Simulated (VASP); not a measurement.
Here is a VASP 6.6.1 calculation.

The input INCAR:

```
SYSTEM = MgS
PREC = Accurate ; ENCUT = 520
EDIFF = 1E-6 ; ISMEAR = 0
SIGMA = 0.02 ; LREAL = .FALSE.
LASPH = .TRUE. ; NELM = 60
ALGO = Normal ; ISIF = 2
LWAVE = .FALSE. ; LCHARG = .FALSE.
GGA = PS ; NBANDS = 11
```

Contents of KPOINTS:

```
Automatic mesh
0
G
  8 8 8
  0 0 0
```

Contents of POSCAR:

```
MgS
1.0
    0.0000000000      2.5380983696      2.5380983696
    2.5380983696      0.0000000000      2.5380983696
    2.5380983696      2.5380983696      0.0000000000
Mg S
1 1
Direct
    0.0000000000      0.0000000000      0.0000000000
    0.5000000000      0.5000000000      0.5000000000
```

Potentials or basis: VASP PAW PBE potentials, release 64 (Mg, S).

Launch:

```bash
$ cat potpaw_PBE.64/Mg/POTCAR potpaw_PBE.64/S/POTCAR > POTCAR
$ mpirun -np 1 vasp_std > vasp.out
```

Problem. Estimate the pressure.

Solution. 5.3 GPa.

Problem. Estimate the band gap on the k mesh.

Solution. 2.85 eV, indirect (least direct gap 4.20 eV).

Caveat: the PAW data sets were made with another functional, which shifts forces and pressure a little. A k mesh can miss the band edges.
